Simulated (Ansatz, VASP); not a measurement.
# One calculation of CsVBr3, two programs

File INCAR:

```
SYSTEM = CsVBr3
ALGO = Normal
EDIFF = 1E-7
ENCUT = 520
ISIF = 2
ISMEAR = 0
ISPIN = 2
LASPH = .True.
LCHARG = .False.
LDAU = .True.
LDAUJ = 0 0 0
LDAUL = -1 2 -1
LDAUPRINT = 1
LDAUTYPE = 2
LDAUU = 0 4 0
LMAXMIX = 4
LORBIT = 11
LREAL = .False.
LWAVE = .False.
MAGMOM = 0 0 2.8 -2.8 0 0 0 0 0 0
NBANDS = 58
NELM = 150
PREC = Accurate
SIGMA = 0.05
```

KPOINTS

```
k-points
0
Gamma
  3 3 3
  0 0 0
```

POSCAR

```
CsVBr3
1.0
    7.5699989100      0.0000000000      0.0000000000
   -3.7849994500      6.5558113600      0.0000000000
    0.0000000000      0.0000000000      6.3199999200
Cs V Br
2 2 6
Direct
    0.3333333333      0.6666666667      0.7500000000
    0.6666666667      0.3333333333      0.2500000000
    0.0000000000      0.0000000000      0.0000000000
    0.0000000000      0.0000000000      0.5000000000
    0.1600000000      0.3200000000      0.2500000000
    0.8400000000      0.1600000000      0.7500000000
    0.6800000000      0.8400000000      0.2500000000
    0.8400000000      0.6800000000      0.7500000000
    0.1600000000      0.8400000000      0.2500000000
    0.3200000000      0.1600000000      0.7500000000
```

Input for Ansatz:

```yaml
crystal:
  lattice:
    - [7.56999891, 0.0, 0.0]
    - [-3.78499945, 6.55581136, 0.0]
    - [0.0, 0.0, 6.31999992]
  atoms:
    - { symbol: Cs, position: [0.3333333333, 0.6666666667, 0.75] }
    - { symbol: Cs, position: [0.6666666667, 0.3333333333, 0.25] }
    - { symbol: V, position: [0.0, 0.0, 0.0], spin: 3.0 }
    - { symbol: V, position: [0.0, 0.0, 0.5], spin: -3.0 }
    - { symbol: Br, position: [0.16, 0.32, 0.25] }
    - { symbol: Br, position: [0.84, 0.16, 0.75] }
    - { symbol: Br, position: [0.68, 0.84, 0.25] }
    - { symbol: Br, position: [0.84, 0.68, 0.75] }
    - { symbol: Br, position: [0.16, 0.84, 0.25] }
    - { symbol: Br, position: [0.32, 0.16, 0.75] }
basis:
  ecutwfc: 420
  ecutrho_ratio: 4
kpoints:
  mp_grid: { grid: [3, 3, 3] }
hamiltonian:
  xc: lda
  hubbard:
    sites:
      - { site: 2, l: d, u_eff: 4.0, starting_ns: [{ spin: up, occupation_matrix: s2up }, { spin: down, occupation_matrix: s2down }] }
      - { site: 3, l: d, u_eff: 4.0, starting_ns: [{ spin: up, occupation_matrix: s3up }, { spin: down, occupation_matrix: s3down }] }
    occupation_matrices:
      s2up:
        matrix:
          - [0.73413, 0.0, 0.41042, 0.0, 0.0]
          - [0.0, 0.495, 0.0, -0.475, 0.0]
          - [0.41042, 0.0, 0.25587, 0.0, 0.0]
          - [0.0, -0.475, 0.0, 0.495, 0.0]
          - [0.0, 0.0, 0.0, 0.0, 0.97]
      s2down:
        matrix:
          - [0.02, 0.0, 0.0, 0.0, 0.0]
          - [0.0, 0.02, 0.0, 0.0, 0.0]
          - [0.0, 0.0, 0.02, 0.0, 0.0]
          - [0.0, 0.0, 0.0, 0.02, 0.0]
          - [0.0, 0.0, 0.0, 0.0, 0.02]
      s3up:
        matrix:
          - [0.02, 0.0, 0.0, 0.0, 0.0]
          - [0.0, 0.02, 0.0, 0.0, 0.0]
          - [0.0, 0.0, 0.02, 0.0, 0.0]
          - [0.0, 0.0, 0.0, 0.02, 0.0]
          - [0.0, 0.0, 0.0, 0.0, 0.02]
      s3down:
        matrix:
          - [0.73413, 0.0, 0.41042, 0.0, 0.0]
          - [0.0, 0.495, 0.0, -0.475, 0.0]
          - [0.41042, 0.0, 0.25587, 0.0, 0.0]
          - [0.0, -0.475, 0.0, 0.495, 0.0]
          - [0.0, 0.0, 0.0, 0.0, 0.97]
    ns_hold: { iters: 12 }
scf:
  occupations: { method: gaussian, width: 0.05 }
  lower_state_search: "off"
  max_iter: 150
output:
  forces: true
  stress: true
  eigenvalues: true
  populations: true
  hubbard: { sites: [{ site: 2, l: d }, { site: 3, l: d }] }
magnetization:
  spin_polarized: true
```

Alike in both runs: task single point; functional LDA; k mesh 3 × 3 × 3; occupations gaussian, width 0.05 eV; collinear spin; Hubbard terms V d U = 4.0 eV.

|  | VASP | Ansatz |
| --- | --- | --- |
| version | VASP 6.6.1 | Ansatz 0.2.0 |
| potentials or method | VASP PAW LDA potentials, release 64 (Cs_sv, V_sv, Br), cutoff 520 eV | scalar-relativistic, plane waves, PAW |
| valence electrons in the cell | 86 | 86 |

```csv
,VASP,Ansatz,Ansatz less VASP
gap on the k mesh at the Fermi level (eV),3.34,3.62,+0.283
least direct gap on the mesh (eV),3.38,3.67,+0.288
pressure (GPa),-1.1,-1.2,-0.03
"traceless stress, the component that is largest in VASP (GPa)",0.05,0.25,+0.210
rms of the force components (eV/Å),0.028,0.013,-0.0152
net moment per atom (μB),0.00,0.00,0.000
size of the moment on the site where the two differ most (μB),2.65,2.55,-0.101
```

LDA's correlation is that of Perdew and Zunger in VASP and of Perdew and Wang (1992) in Ansatz. Site moments also hang on the region over which each program counts them. The programs project onto different local orbitals, so the same U acts differently, and such runs can settle in different states. Atom by atom the forces differ by 0.015 eV/Å (rms over components). Ansatz's warnings: specified occupation not kept, symmetry narrowed by occupation matrices.

Neither program's run includes spin-orbit coupling.
